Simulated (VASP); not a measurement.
Crystal: EuS.

```
Eu S
1.0
     0.00000    2.97850    2.97850
     2.97850    0.00000    2.97850
     2.97850    2.97850    0.00000
Eu S
1 1
Direct
  0.00000 0.00000 0.00000
  0.50000 0.50000 0.50000
```

Base run:

- Program: VASP 6.6.1
- Functional: PBE
- Potentials or basis: VASP PAW PBE potentials, release 64 (Eu, S)
- Cutoff: 600 eV
- k mesh: 10 × 10 × 10
- Occupations: fermi-dirac, width 0.15 eV
- Spin: collinear spin, ferromagnetic start
- Starting moments: [7.0, 0.0] μB
- Hubbard terms: Eu f U = 4.0 eV

Its results: band gap on the k mesh zero (filled and empty bands overlap); pressure -0.1 GPa; net moment 6.99 μB per cell; site moments Eu +6.68; S -0.07 μB.

The run is repeated on the same cell with these changes: hubbard terms from Eu f U = 4.0 eV to Eu f U = 6.0 eV. What comes out?

Band gap on the k mesh 0.44 eV (least direct gap 0.71 eV); pressure 0.9 GPa; net moment 7.00 μB per cell; site moments Eu +6.72; S -0.06 μB.

Caveats: spin-orbit coupling is left out, which moves the levels of the heavy elements; a cell with one magnetic atom can't hold antiferromagnetic order, which such compounds often take; semilocal functionals underestimate gaps, and a narrow one can read as zero (at least some runs).

A k mesh can miss the band edges.
